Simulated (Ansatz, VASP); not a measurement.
**MgO: VASP beside Ansatz**

The input INCAR:

```
  PREC = Accurate
  ENCUT = 520
  EDIFF = 1E-6
  ISMEAR = 0
  SIGMA = 0.05
  LREAL = False
  LASPH = True
  NELM = 60
  ALGO = Normal
  ISIF = 2
  LWAVE = False
  LCHARG = False
  GGA = PE
  NBANDS = 16
```

File KPOINTS:

```
Automatic mesh
0
Gamma
  9 9 6
```

File POSCAR:

```
MgO
1.0
    3.5213164919      0.0000000000      0.0000000000
   -1.7606582460      3.0495495368      0.0000000000
    0.0000000000      0.0000000000      4.2393824272
Mg O
2 2
Direct
    0.6778828062      0.3333333333      0.7500000000
    0.3445494728      0.6666666667      0.2500000000
    0.6496275848      0.3333333333      0.2500000000
    0.3162942515      0.6666666667      0.7500000000
```

Input for Ansatz:

```yaml
crystal:
  lattice:
    - [3.5213164919, 0.0, 0.0]
    - [-1.760658246, 3.0495495368, 0.0]
    - [0.0, 0.0, 4.2393824272]
  atoms:
    - { symbol: Mg, position: [0.6778828062, 0.3333333333, 0.75] }
    - { symbol: Mg, position: [0.3445494728, 0.6666666667, 0.25] }
    - { symbol: O, position: [0.6496275848, 0.3333333333, 0.25] }
    - { symbol: O, position: [0.3162942515, 0.6666666667, 0.75] }
basis:
  ecutwfc: 520.0
kpoints:
  mp_grid: { grid: [9, 9, 6] }
hamiltonian:
  xc: pbe
  pseudopotentials: { kind: paw, azcp: { folder: soft_1 } }
scf:
  occupations: { method: gaussian, width: 0.05 }
output:
  forces: true
  stress: true
  eigenvalues: true
```

Change from the starting cell: mode 8 frozen in at -0.060 Å, strain +e along z and -e/2 along x and y +0.0000.

Alike in both runs: task single point; functional PBE; k mesh 9 × 9 × 6; occupations gaussian, width 0.05 eV; no spin polarisation.

```csv
,VASP,Ansatz
version,VASP 6.6.1,Ansatz 0.2.0
potentials or method,"VASP PAW PBE potentials, release 64 (Mg, O), cutoff 520 eV","scalar-relativistic, plane waves, PAW"
valence electrons in the cell,16,32
```

```csv
,VASP,Ansatz,Ansatz less VASP
gap on the k mesh at the Fermi level (eV),3.25,3.27,+0.021
least direct gap on the mesh (eV),3.25,3.27,+0.021
pressure (GPa),0.2,0.8,+0.59
"traceless stress, the component that is largest in VASP (GPa)",-1.05,-0.93,+0.124
rms of the force components (eV/Å),0.487,0.482,-0.0048
```

Atom by atom the forces differ by 0.005 eV/Å (rms over components). The functional is the same, so the differences come from potentials, cutoffs and numerics. VASP's potentials hold 16 valence electrons a cell and Ansatz's 32, so a difference there can come from the potentials and not from the codes.
